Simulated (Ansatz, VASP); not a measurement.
# One calculation of Al3SiNO, two programs

```
Al Si N O
1.0
     5.34112    0.00000    0.00000
     0.00000    2.80991    0.00000
    -2.66816    0.00000    5.92968
Al Si N O
3 1 1 1
Cartesian
  1.1126 0.0000 5.2750
  1.5604 0.0000 0.6547
  -1.3341 1.4050 2.9648
  1.3365 1.4050 2.9648
  2.6706 1.4050 0.0000
  0.0000 0.0000 0.0000
```

Change from the starting cell: species swapped into the DyGaFeCo3 type (P2/m, No. 10).

Alike in both runs: task relaxation of cell and atoms; functional PBE; k mesh 4 × 6 × 4; occupations gaussian, width 0.1 eV; no spin polarisation.

|  | VASP | Ansatz |
| --- | --- | --- |
| version | VASP 6.6.1 | Ansatz 0.2.0 |
| potentials or method | VASP PAW PBE potentials, release 64 (Al, Si, N, O), cutoff 600 eV | scalar-relativistic, plane waves, PAW |
| valence electrons in the cell | 24 | 24 |

|  | VASP | Ansatz | Ansatz less VASP |
| --- | --- | --- | --- |
| gap on the k mesh at the Fermi level, each at its own relaxed structure (eV) | none | none | - |
| relaxed volume (Å³/atom) | 14.83 | 14.83 | 0.000 |
| relaxed cell length with the largest relative difference (Å) | 2.810 | 2.810 | 0.0000 |

A gap of «none» marks a metal or a gap that the smearing closes.

The k mesh is coarse, so the values compare programs but aren't converged. Noted on VASP's run: the relaxation stopped at its first step, so nothing moved.
